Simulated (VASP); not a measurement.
Set up this calculation in VASP 6.6.1, as the native input.

```yaml
Task: density of states
Functional: PBE
Potentials_or_basis: VASP PAW PBE potentials, release 64 (Ta_pv)
Cutoff: 520 eV
k_mesh: 9 × 9 × 1
Occupations: fermi-dirac, width 0.08 eV
Spin: no spin polarisation
Dipole_correction: yes
k_mesh_for_the_DOS: 14 × 14 × 1
Occupations_for_the_DOS: tetrahedron
Further_INCAR_settings: ALGO = Normal; EDIFF = 1e-07
```

The system is Ta, a slab with vacuum.

```xyz
1
Lattice="4.6946 0.0000 0.0000 -2.3473 4.0656 0.0000 0.0000 0.0000 16.0000" Properties=species:S:1:pos:R:3 pbc="T T T"
Ta    0.0000    0.0000    8.0000
```

These files were run (other wordings do the same):

POSCAR

```
Ta
1.0
    4.6945593018      0.0000000000      0.0000000000
   -2.3472796509      4.0656076149      0.0000000000
    0.0000000000      0.0000000000     16.0000000000
Ta
1
Direct
    0.0000000000      0.0000000000      0.5000000000
```

INCAR.step1

```
PREC = Accurate
ENCUT = 520
EDIFF = 1E-7
ISMEAR = -1
SIGMA = 0.08
LREAL = F
LASPH = T
NELM = 80
ALGO = Normal
ISIF = 2
LWAVE = F
LCHARG = T
LMAXMIX = 4
LDIPOL = T
IDIPOL = 3
DIPOL = 0.5 0.5 0.500
GGA = PE
NBANDS = 12
```

KPOINTS.step1

```
regular mesh
0
Gamma
  9 9 1
```

INCAR.step2

```
PREC = Accurate
ENCUT = 520
EDIFF = 1E-7
ISMEAR = -5
SIGMA = 0.08
LREAL = F
LASPH = T
NELM = 80
ALGO = Normal
ISIF = 2
LWAVE = F
LCHARG = F
LMAXMIX = 4
LDIPOL = T
IDIPOL = 3
DIPOL = 0.5 0.5 0.500
GGA = PE
LORBIT = 10
NEDOS = 2001
ICHARG = 11
```

KPOINTS.step2

```
regular mesh
0
Gamma
  14 14 1
```

Potentials or basis: VASP PAW PBE potentials, release 64 (Ta_pv).

Launch:

```sh
$ cat potpaw_PBE.64/Ta_pv/POTCAR > POTCAR
$ cp INCAR.step1 INCAR
$ cp KPOINTS.step1 KPOINTS
$ mpirun -np 1 vasp_std > vasp.out
$ cp INCAR.step2 INCAR
$ cp KPOINTS.step2 KPOINTS
$ mpirun -np 1 vasp_std > vasp.out
```

Results of the run:

- Valence electrons inside the program's atomic spheres: Ta 8.38

Caveat: spin-orbit coupling is left out, which moves the levels of the heavy elements.

Wall time 110 s on 1 thread of Intel(R) Xeon(R) Platinum 8488C (Sapphire Rapids), with other jobs on the host, peak memory 0.4 GiB.
